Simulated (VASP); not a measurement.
C18S, 19 atoms in the cell. The cell holds a slab with vacuum, 19 atoms: a = 7.398 Å, b = 7.398 Å, c = 13.000 Å, α = 90.00°, β = 90.00°, γ = 120.00°. 

```yaml
Program: VASP 6.6.1
Task: single point
Functional: PBE
Dispersion: D3(BJ)
Potentials_or_basis: VASP PAW PBE potentials, release 64 (C, S)
Cutoff: 520 eV
k_mesh: 2 × 2 × 1
Occupations: fermi-dirac, width 0.05 eV
Spin: collinear spin, zero start
Starting_moments: "[0.0, 0.0, 0.0, 0.0, 0.0, 0.0, 0.0, 0.0, 0.0, 0.0, 0.0, 0.0, 0.0, 0.0, 0.0, 0.0, 0.0, 0.0, 0.0] μB"
Dipole_correction: no
Further_INCAR_settings: ALGO = Normal; EDIFF = 1e-06; NBANDS = 58; NELMDL = -8
```

Potentials or basis: VASP PAW PBE potentials, release 64 (C, S).

Launch:

```sh
$ cat potpaw_PBE.64/C/POTCAR potpaw_PBE.64/S/POTCAR > POTCAR
$ mpirun -np 1 vasp_std > vasp.out
```

Hardware: 1 thread of Intel(R) Xeon(R) 6975P-C (Granite Rapids), on a shared host.

Q: How long does it take, and how much memory?

A: It took 7.4 min on 1 thread of Intel(R) Xeon(R) 6975P-C (Granite Rapids) (shared host), peak memory 0.96 GiB. Counts: scf iterations 29, k points 4.
